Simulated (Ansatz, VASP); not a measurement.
## Two plane-wave programs on Si4Sn

```xyz
10
Lattice="1.9632 1.1335 17.0460 -1.9632 1.1335 17.0460 0.0000 -2.2669 17.0460" Properties=species:S:1:pos:R:3 pbc="T T T"
Si    0.0000    0.0000    1.1873
Si    0.0000    0.0000   49.9507
Si    0.0000    0.0000   18.9812
Si    0.0000    0.0000   21.3528
Si    0.0000    0.0000   39.1287
Si    0.0000    0.0000   12.0093
Si    0.0000    0.0000   32.1569
Si    0.0000    0.0000   29.7852
Sn    0.0000    0.0000   41.7702
Sn    0.0000    0.0000    9.3679
```

Alike in both runs: functional PBE; k mesh 5 × 5 × 5; occupations gaussian, width 0.2 eV; no spin polarisation.

Ansatz relaxed the structure, and its values are those at the end. VASP's run is a single point on that final structure, the one shown.

|  | VASP | Ansatz |
| --- | --- | --- |
| version | VASP 6.6.1 | Ansatz 0.2.0 |
| potentials or method | VASP PAW PBE potentials, release 64 (Si, Sn_d), cutoff 520 eV | scalar-relativistic, plane waves, PAW |
| valence electrons in the cell | 60 | 60 |

|  | VASP | Ansatz | Ansatz less VASP |
| --- | --- | --- | --- |
| gap on the k mesh at the Fermi level (eV) | none | none | - |
| pressure (GPa) | -0.2 | -0.1 | +0.08 |
| rms of the force components (eV/Å) | 0.013 | 0.013 | -0.0006 |

A gap of «none» marks a metal or a gap that the smearing closes. The functional is the same, so the differences come from potentials, cutoffs and numerics.

The k mesh is coarse, so the values compare programs but aren't converged.
